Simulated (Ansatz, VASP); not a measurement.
# Two plane-wave programs on GaAs3

File INCAR:

```
ALGO = Normal ; EDIFF = 1E-6
EDIFFG = -0.01 ; ENCUT = 600
GGA = PE ; IBRION = 2
ISIF = 3 ; ISMEAR = 0
LASPH = T ; LCHARG = F
LREAL = F ; LWAVE = F
NELM = 100 ; NSW = 100
PREC = Accurate ; SIGMA = 0.1
```

The input KPOINTS:

```
k-points
0
Gamma
  10 10 10
```

Contents of POSCAR:

```
GaAs3
1.0
    4.9782336793      0.0000000000      0.0000000000
    0.0000000000      4.9782336793      0.0000000000
    0.0000000000      0.0000000000      4.9782336793
Ga As
1 3
Direct
    0.5000000000      0.5000000000      0.5000000000
    0.0000000000      0.5000000000      0.5000000000
    0.5000000000      0.0000000000      0.5000000000
    0.5000000000      0.5000000000      0.0000000000
```

Input for Ansatz:

```yaml
crystal:
  lattice:
    - [4.9782336793, 0.0, 0.0]
    - [0.0, 4.9782336793, 0.0]
    - [0.0, 0.0, 4.9782336793]
  atoms:
    - { symbol: Ga, position: [0.5, 0.5, 0.5] }
    - { symbol: As, position: [0.0, 0.5, 0.5] }
    - { symbol: As, position: [0.5, 0.0, 0.5] }
    - { symbol: As, position: [0.5, 0.5, 0.0] }
basis:
  ecutwfc: 420
kpoints:
  mp_grid: { grid: [10, 10, 10] }
hamiltonian:
  xc: pbe
scf:
  occupations: { method: gaussian, width: 0.1 }
output:
  forces: true
  stress: true
  eigenvalues: true
  write_density: true
  write_potential: true
  elf: true
  volumetric_format: npy
relax:
  adjacent_minimum: "off"
  f_tol: 0.01
  max_steps: 80
  cell: { stress_tol: 0.05 }
```

Alike in both runs: task relaxation of cell and atoms; functional PBE; k mesh 10 × 10 × 10; occupations gaussian, width 0.1 eV; no spin polarisation.

```csv
,VASP,Ansatz
version,VASP 6.6.1,Ansatz 0.2.0
potentials or method,"VASP PAW PBE potentials, release 64 (Ga_d, As), cutoff 600 eV","scalar-relativistic, plane waves, PAW"
valence electrons in the cell,28,58
```

VASP gave:

| Quantity | Value |
| --- | --- |
| gap on the k mesh at the Fermi level, each at its own relaxed structure (eV) | none |
| relaxed volume (Å³/atom) | 30.94 |
| relaxed length of the cell vector where the two differ most in proportion (Å) | 4.983 |

Question: What did Ansatz give for the same quantities?

Answer: gap on the k mesh at the Fermi level, each at its own relaxed structure (eV): none; relaxed volume (Å³/atom): 30.84; relaxed length of the cell vector where the two differ most in proportion (Å): 4.978.

A gap of «none» marks a metal or a gap that the smearing closes. VASP's potentials hold 28 valence electrons a cell and Ansatz's 58, so a difference there can come from the potentials and not from the codes.
